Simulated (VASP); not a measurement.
# ZrCrC5 (P4/mmm) in VASP: further runs

ZrCrC5 is run at these levels: PBE; tasks: single point, relaxation of cell and atoms.

Everything below comes from runs of VASP 6.6.1. Logs are shortened: lines on timing, memory, paths and dates and some standing lists are left out, and cuts for length are marked.

## (1) The cell of the first run

Symmetry: P4/mmm, No. 123, tetragonal system. Conventional cell: a = 3.707 Å, b = 3.707 Å, c = 5.080 Å, α = 90.00°, β = 90.00°, γ = 90.00°. Zr (site symmetry 4/mmm) has 2 Cr at 2.54 Å and 12 C at 2.62 Å within 3.4 Å. Within 2.6 Å of Cr (site symmetry 4/mmm) lie 8 C at 1.98 Å and 2 Zr at 2.54 Å. Within 1.9 Å of C (site symmetry 2mm) lie 1 C at 1.39 Å. C (site symmetry 4/mmm) has 8 C at 2.62 Å and 4 Zr at 2.62 Å within 3.5 Å.

## (2) Single point, PBE, collinear spin, ferromagnetic start

Input file INCAR:

```
PREC = Accurate
ENCUT = 520
EDIFF = 1E-7
ISMEAR = 0
SIGMA = 0.2
LREAL = False
LASPH = True
NELM = 150
ALGO = Normal
ISIF = 2
LWAVE = False
LCHARG = False
ISPIN = 2
MAGMOM = 0 3 0 0 0 0 0
LORBIT = 11
LMAXMIX = 4
GGA = PE
NBANDS = 35
```

Input file KPOINTS:

```
Automatic mesh
0
Gamma
  4 4 3
```

Input file POSCAR:

```
ZrCrC5
1.0
    3.7072715349      0.0000000000      0.0000000000
    0.0000000000      3.7072715349      0.0000000000
    0.0000000000      0.0000000000      5.0797946102
Zr Cr C
1 1 5
Direct
    0.0000000000      0.0000000000      0.0000000000
    0.0000000000      0.0000000000      0.5000000000
    0.0000000000      0.5000000000      0.3635460498
    0.0000000000      0.5000000000      0.6364539502
    0.5000000000      0.0000000000      0.3635460498
    0.5000000000      0.0000000000      0.6364539502
    0.5000000000      0.5000000000      0.0000000000
```

Potentials or basis: VASP PAW PBE potentials, release 64 (Zr_sv, Cr_pv, C).

Launch:

```console
$ cat potpaw_PBE.64/Zr_sv/POTCAR potpaw_PBE.64/Cr_pv/POTCAR potpaw_PBE.64/C/POTCAR > POTCAR
$ mpirun -np 1 vasp_std > vasp.out
```

OUTCAR:

```text
PREC = Accurate
   ENCUT = 520
   EDIFF = 1E-7
   ISMEAR = 0
   LREAL = False
   LASPH = True
   NELM = 150
   ISIF = 2
   ISPIN = 2
   LORBIT = 11
   GGA = PE

 ion  position               nearest neighbor table
   1  0.000  0.000  0.000-   2 2.54   2 2.54   4 2.62   5 2.62   6 2.62   3 2.62   3 2.62   4 2.62
                             5 2.62   6 2.62   7 2.62   7 2.62   7 2.62   7 2.62
   2  0.000  0.000  0.500-   3 1.98   4 1.98   5 1.98   6 1.98   3 1.98   4 1.98   5 1.98   6 1.98
                             1 2.54   1 2.54
   3  0.000  0.500  0.364-   4 1.39   2 1.98   2 1.98   1 2.62   1 2.62
   4  0.000  0.500  0.636-   3 1.39   2 1.98   2 1.98   1 2.62   1 2.62
   5  0.500  0.000  0.364-   6 1.39   2 1.98   2 1.98   1 2.62   1 2.62
   6  0.500  0.000  0.636-   5 1.39   2 1.98   2 1.98   1 2.62   1 2.62
   7  0.500  0.500  0.000-   1 2.62   1 2.62   1 2.62   1 2.62

  LATTYP: Found a simple tetragonal cell.
 ALAT       =     3.7072715349
 C/A-ratio  =     1.3702245876

  Lattice vectors:

 A1 = (   3.7072715349,   0.0000000000,   0.0000000000)
 A2 = (   0.0000000000,   3.7072715349,   0.0000000000)
 A3 = (   0.0000000000,   0.0000000000,   5.0797946102)

Analysis of symmetry for initial positions (statically):
=====================================================================
 Subroutine PRICEL returns:
 Original cell was already a primitive cell.

 Routine SETGRP: Setting up the symmetry group for a
 simple tetragonal supercell.

 Subroutine GETGRP returns: Found 16 space group operations
 (whereof 16 operations were pure point group operations)
 out of a pool of 16 trial point group operations.

The static configuration has the point symmetry D_4h.

Analysis of symmetry for dynamics (positions and initial velocities):
=====================================================================
 Subroutine PRICEL returns:
 Original cell was already a primitive cell.

 Routine SETGRP: Setting up the symmetry group for a
 simple tetragonal supercell.

 Subroutine GETGRP returns: Found 16 space group operations
 (whereof 16 operations were pure point group operations)
 out of a pool of 16 trial point group operations.

The dynamic configuration has the point symmetry D_4h.

Analysis of structural, dynamic, and magnetic symmetry:
=====================================================================
 Subroutine PRICEL returns:
 Original cell was already a primitive cell.

 Routine SETGRP: Setting up the symmetry group for a
 simple tetragonal supercell.

 Subroutine GETGRP returns: Found 16 space group operations
 (whereof 16 operations were pure point group operations)
 out of a pool of 16 trial point group operations.

The overall configuration has the point symmetry D_4h.

 Subroutine INISYM returns: Found 16 space group operations
 (whereof 16 operations are pure point group operations),
 and found     1 'primitive' translations

----------------------------------------------------------------------------------------

                                     Primitive cell

  volume of cell :      69.8160

  direct lattice vectors                    reciprocal lattice vectors
     3.707271535  0.000000000  0.000000000     0.269740155  0.000000000  0.000000000
     0.000000000  3.707271535  0.000000000     0.000000000  0.269740155  0.000000000
     0.000000000  0.000000000  5.079794610     0.000000000  0.000000000  0.196858353

  length of vectors
     3.707271535  3.707271535  5.079794610     0.269740155  0.269740155  0.196858353

  position of ions in fractional coordinates (direct lattice)
     0.000000000  0.000000000  0.000000000
     0.000000000  0.000000000  0.500000000
     0.000000000  0.500000000  0.363546050
     0.000000000  0.500000000  0.636453950
     0.500000000  0.000000000  0.363546050
     0.500000000  0.000000000  0.636453950
     0.500000000  0.500000000  0.000000000

  ion indices of the primitive-cell ions
   primitive index   ion index
                 1           1
                 2           2
                 3           3
                 4           4
                 5           5
                 6           6
                 7           7

----------------------------------------------------------------------------------------

 KPOINTS: Automatic mesh

Automatic generation of k-mesh.
 Grid dimensions read from file:
 generate k-points for:    4    4    3

 Generating k-lattice:

  Cartesian coordinates                     Fractional coordinates (reciprocal lattice)
     0.067435039  0.000000000  0.000000000     0.250000000  0.000000000  0.000000000
     0.000000000  0.067435039  0.000000000     0.000000000  0.250000000  0.000000000
     0.000000000  0.000000000  0.065619451     0.000000000  0.000000000  0.333333333

  Length of vectors
     0.067435039  0.067435039  0.065619451

  Shift w.r.t. Gamma in fractional coordinates (k-lattice)
     0.000000000  0.000000000  0.000000000

 Subroutine IBZKPT returns following result:
 ===========================================

 Found     12 irreducible k-points:

 Following reciprocal coordinates:
            Coordinates               Weight
  0.000000  0.000000  0.000000      1.000000
  0.250000  0.000000  0.000000      4.000000
  0.500000  0.000000  0.000000      2.000000
  0.250000  0.250000  0.000000      4.000000
  0.500000  0.250000  0.000000      4.000000
  0.500000  0.500000  0.000000      1.000000
  0.000000  0.000000  0.333333      2.000000
  0.250000  0.000000  0.333333      8.000000
  0.500000  0.000000  0.333333      4.000000
  0.250000  0.250000  0.333333      8.000000
  0.500000  0.250000  0.333333      8.000000
  0.500000  0.500000  0.333333      2.000000
   k-points           NKPTS =     12   k-points in BZ     NKDIM =     12   number of bands    NBANDS=     35
   number of dos      NEDOS =    301   number of ions     NIONS =      7
   total plane-waves  NPLWV =  31360
   dimension x,y,z NGX =    28 NGY =   28 NGZ =   40
   dimension x,y,z NGXF=    56 NGYF=   56 NGZF=   80
   ions per type =               1   1   5
   NGX,Y,Z   is equivalent  to a cutoff of  12.56, 12.56, 13.09 a.u.
   NGXF,Y,Z  is equivalent  to a cutoff of  25.11, 25.11, 26.18 a.u.
 SYSTEM =  unknown system
   PREC   = accura    normal or accurate (medium, high low for compatibility)
   ISTART =      0    job   : 0-new  1-cont  2-samecut
   ICHARG =      2    charge: 1-file 2-atom 10-const
   ISPIN  =      2    spin polarized calculation?
   LNONCOLLINEAR =      F non collinear calculations
   LSORBIT =      F    spin-orbit coupling
   LASPH  =      T    aspherical Exc in radial PAW
   ENCUT  =  520.0 eV  38.22 Ry    6.18 a.u.   6.89  6.89  9.45*2*pi/ulx,y,z
   NELM   =    150;   NELMIN=  2; NELMDL= -5     # of ELM steps
   EDIFF  = 0.1E-06   stopping-criterion for ELM
   LREAL  =      F    real-space projection
   EDIFFG = 0.1E-05   stopping-criterion for IOM
   NSW    =      0    number of steps for IOM
   IBRION =     -1    ionic relax: 0-MD 1-quasi-New 2-CG
   NFREE  =      0    steps in history (QN), initial steepest desc. (CG)
   ISIF   =      2    stress and relaxation
   ISYM   =      2    0-nonsym 1-usesym 2-fastsym
   POTIM  = 0.5000    time-step for ionic-motion
   TEBEG  =    0.0;   TEEND  =   0.0 temperature during run
   PSTRESS=    0.0 pullay stress
   NELECT =      44.0000    total number of electrons
   NUPDOWN=      -1.0000    fix difference up-down
   EMIN   =  10.00;   EMAX   =-10.00  energy-range for DOS
   EFERMI =   0.00;   METHOD = LEGACY
   ISMEAR =     0;   SIGMA  =   0.20  broadening in eV -4-tet -1-fermi 0-gaus
   EFERMI_NEDOS =   21; number of points for ismear=-14 and -15
   IALGO  =     38    algorithm
   IMIX   =      4    mixing-type and parameters
     AMIX     =   0.40;   BMIX     =  1.00
     AMIX_MAG =   1.60;   BMIX_MAG =  1.00
  volume/ion in A,a.u.               =       9.97        67.31
  Fermi-wavevector in a.u.,A,eV,Ry     =   1.403592  2.652403 26.804419  1.970069
  Thomas-Fermi vector in A             =   2.526238
   LORBIT       =     11    0 simple, 1 ext, 2 COOP (PROOUT), +10 PAW based schemes
   GGA     = PE    functional components
   LHFCALC =     F    Hartree Fock is set to
   AEXX    =    0.0000 exact exchange contribution
   IVDW    =     0    specifies the selected vdW correction
   LEPSILON=     F    determine dielectric tensor
   LRPA    =     F    only Hartree local field effects (RPA)
 spin polarized calculation
 Gauss-broadening in eV      SIGMA  =   0.20
  energy-cutoff  :      520.00
  volume of cell :       69.82
 maximum number of plane-waves:      1908
 NGX is ok and might be reduce to    28
   NGX = 13   NGY = 13   NGZ = 19

 number of electron      44.0000001 magnetization       0.0019494

 number of electron      44.0000001 magnetization      -0.0000080

 Free energy of the ion-electron system (eV)
  ---------------------------------------------------
  ext. energy  EPLUGINS =         0.00000000
  ---------------------------------------------------
  free energy    TOTEN  =       -55.18225968 eV

  energy without entropy =      -55.12885587  energy(sigma->0) =      -55.15555777

 E-fermi :   8.1311     XC(G=0): -12.1014

 val. band max:        8.1147537318   @ k =   0.5000   0.2500   0.3333
 cond. band min:       8.1578812610   @ k =   0.0000   0.0000   0.0000
 fundamental gap:      0.0431275291
 Fermi energy:         8.1311340725

 spin component 1

 k-point     1 :       0.0000    0.0000    0.0000
  band No.  band energies     occupation
      1     -41.3161      1.00000
      2     -35.6107      1.00000
      3     -35.6107      1.00000
      4     -35.0859      1.00000
      5     -19.3772      1.00000
      6     -19.2381      1.00000
[... 26 lines left out ...]
     33      12.5260      0.00000
     34      14.9964      0.00000

 k-point     2 :       0.2500    0.0000    0.0000
  band No.  band energies     occupation
      1     -41.3123      1.00000
      2     -35.6208      1.00000
      3     -35.6100      1.00000
      4     -35.0859      1.00000
      5     -19.3669      1.00000
      6     -19.3147      1.00000
[... 362 lines left out ...]
 k-point    12 :       0.5000    0.5000    0.3333
  band No.  band energies     occupation
      1     -41.3067      1.00000
      2     -35.6292      1.00000
      3     -35.6292      1.00000
      4     -35.0684      1.00000
      5     -19.3904      1.00000
      6     -19.3665      1.00000
[... 26 lines left out ...]
     33      13.7456      0.00000
     34      14.4686      0.00000
 Fermi energy:         8.1311340725

 spin component 2

 k-point     1 :       0.0000    0.0000    0.0000
  band No.  band energies     occupation
      1     -41.3161      1.00000
      2     -35.6106      1.00000
      3     -35.6106      1.00000
      4     -35.0858      1.00000
      5     -19.3772      1.00000
      6     -19.2380      1.00000
[... 26 lines left out ...]
     33      12.5259      0.00000
     34      14.9965      0.00000

 k-point     2 :       0.2500    0.0000    0.0000
  band No.  band energies     occupation
      1     -41.3122      1.00000
      2     -35.6207      1.00000
      3     -35.6099      1.00000
      4     -35.0858      1.00000
      5     -19.3669      1.00000
      6     -19.3146      1.00000
[... 362 lines left out ...]
 k-point    12 :       0.5000    0.5000    0.3333
  band No.  band energies     occupation
      1     -41.3067      1.00000
      2     -35.6291      1.00000
      3     -35.6291      1.00000
      4     -35.0683      1.00000
      5     -19.3904      1.00000
      6     -19.3665      1.00000
[... 26 lines left out ...]
     33      13.7456      0.00000
     34      14.4686      0.00000
 [bands above 34 left out]

------------------------ aborting loop because EDIFF is reached ----------------------------------------

  FORCE on cell =-STRESS in cart. coord.  units (eV):
  Direction    XX          YY          ZZ          XY          YZ          ZX
  --------------------------------------------------------------------------------------
  -------------------------------------------------------------------------------------
  Total        0.1144265      0.1144265      0.1612250      0.0000000      0.0000000      0.0000000
  in kB        2.6259252      2.6259252      3.6998843      0.0000000      0.0000000      0.0000000
  external PRESSURE =       2.9839116 kB  Pullay stress =       0.0000000 kB

 VOLUME and BASIS-vectors are now :
 -----------------------------------------------------------------------------
  energy-cutoff  :      520.00
  volume of cell :       69.82
      direct lattice vectors                 reciprocal lattice vectors
     3.707271535  0.000000000  0.000000000     0.269740155  0.000000000  0.000000000
     0.000000000  3.707271535  0.000000000     0.000000000  0.269740155  0.000000000
     0.000000000  0.000000000  5.079794610     0.000000000  0.000000000  0.196858353

 POSITION                                       TOTAL-FORCE (eV/Angst)
 -----------------------------------------------------------------------------------
      0.00000      0.00000      0.00000        -0.000000      0.000000      0.000000
      0.00000      0.00000      2.53990        -0.000000      0.000000      0.000000
      0.00000      1.85364      1.84674        -0.000000     -0.000000     -0.090336
      0.00000      1.85364      3.23306         0.000000      0.000000      0.090336
      1.85364      0.00000      1.84674        -0.000000     -0.000000     -0.090336
      1.85364      0.00000      3.23306         0.000000      0.000000      0.090336
      1.85364      1.85364      0.00000        -0.000000      0.000000      0.000000
 -----------------------------------------------------------------------------------
    total drift:                               -0.000000      0.000000      0.000000

  FREE ENERGIE OF THE ION-ELECTRON SYSTEM (eV)
  ---------------------------------------------------
  free  energy   TOTEN  =       -55.1822596803 eV

  energy  without entropy=      -55.1288558693  energy(sigma->0) =      -55.15555777

 total charge

# of ion       s       p       d       tot
------------------------------------------
    1        2.132   5.993   1.503   9.628
    2        0.446   6.616   4.623  11.685
    3        0.902   1.527   0.000   2.428
    4        0.902   1.527   0.000   2.428
    5        0.902   1.527   0.000   2.428
    6        0.902   1.527   0.000   2.428
    7        0.983   1.117   0.000   2.100
--------------------------------------------------
tot          7.168  19.833   6.126  33.126

 magnetization (x)

# of ion       s       p       d       tot
------------------------------------------
    1        0.000   0.000   0.000   0.000
    2        0.000   0.000   0.000   0.000
    3       -0.000  -0.000   0.000  -0.000
    4       -0.000  -0.000   0.000  -0.000
    5       -0.000  -0.000   0.000  -0.000
    6       -0.000  -0.000   0.000  -0.000
    7       -0.000  -0.000   0.000  -0.000
--------------------------------------------------
tot          0.000  -0.000   0.000   0.000
```

Run time: 45 s. Hardware: 1 thread of AMD EPYC 9R45 (Zen 5), shared host; peak memory 0.19 GiB.

Results:

```
Free energy                                           : -55.1823 eV
Pressure                                              : 0.3 GPa
Largest force                                         : 0.090 eV/Å
Band gap on the k mesh                                : zero (filled and empty bands overlap)
Net moment                                            : 0.00 μB per cell
Valence electrons inside the program's atomic spheres : Zr 9.63; Cr 11.69; C 2.43, 2.10
```

Forces in eV/Å, atoms in the order of the input:
```
Zr   0.000  0.000  0.000
Cr   0.000  0.000  0.000
C    0.000  0.000 -0.090
C    0.000  0.000  0.090
C    0.000  0.000 -0.090
C    0.000  0.000  0.090
C    0.000  0.000  0.000
```

Caveat: the k points lie up to 0.42 Å⁻¹ apart; the starting moments collapsed, and a magnetic state may lie lower.

(Part 1 of 2 ends here.)
